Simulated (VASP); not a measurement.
Ge:

```xyz
1
Lattice="-1.6084 1.6084 1.8732 1.6084 -1.6084 1.8732 1.6084 1.6084 -1.8732" Properties=species:S:1:pos:R:3 pbc="T T T"
Ge    0.0000    0.0000    1.8732
```

```yaml
Program: VASP 6.6.1
Task: relaxation of cell and atoms
Functional: PBE
Dispersion: D3(BJ)
Potentials_or_basis: VASP PAW PBE potentials, release 64 (Ge_d)
Cutoff: 600 eV
k_mesh: 12 × 12 × 12
Occupations: fermi-dirac, width 0.05 eV
Spin: no spin polarisation
```

At the start: pressure -2.1 GPa; volume 19.38 Å³/atom.

Where does the relaxation end?

Over 20 steps the energy falls by 7.3 meV/atom and the volume is 18.68 Å³/atom (-3.6 %); space group I4/mmm (No. 139, to 0.05 Å).

The path:
```
step  energy change (eV)  largest force (eV/Å)  pressure (GPa)  volume (Å³)
   1              0.0000                0.0000           -2.14        19.38
   2             -0.0049                0.0000            0.04        18.67
   3             -0.0049                0.0000            0.09        18.67
   4             -0.0049                0.0000            0.01        18.69
   5             -0.0049                0.0000            0.07        18.70
   6             -0.0050                0.0000            0.16        18.71
   7             -0.0054                0.0000            0.01        18.73
   8             -0.0064                0.0000           -0.24        18.77
   9             -0.0069                0.0000           -0.71        18.84
  10             -0.0071                0.0000           -0.57        18.82
  11             -0.0071                0.0000           -0.36        18.80
  12             -0.0071                0.0000           -0.44        18.81
  13             -0.0071                0.0000           -0.49        18.81
  14             -0.0071                0.0000           -0.45        18.80
  15             -0.0072                0.0000           -0.46        18.79
  16             -0.0072                0.0000           -0.38        18.78
  17             -0.0072                0.0000           -0.32        18.77
  18             -0.0073                0.0000           -0.25        18.74
  19             -0.0073                0.0000           -0.07        18.69
  20             -0.0073                0.0000            0.03        18.68
```

Final structure:
```cif
data_structure
_symmetry_space_group_name_H-M 'P 1'
_symmetry_Int_Tables_number 1
_cell_length_a 2.9248
_cell_length_b 2.9248
_cell_length_c 2.9248
_cell_angle_alpha 115.593
_cell_angle_beta 115.593
_cell_angle_gamma 97.819
_cell_volume 18.68
loop_
_atom_site_label
_atom_site_type_symbol
_atom_site_fract_x
_atom_site_fract_y
_atom_site_fract_z
_atom_site_occupancy
Ge1 Ge 0.50000 0.50000 0.00000 1
```

Caveat: pairwise dispersion overbinds metals, which lowers pressure and volume.
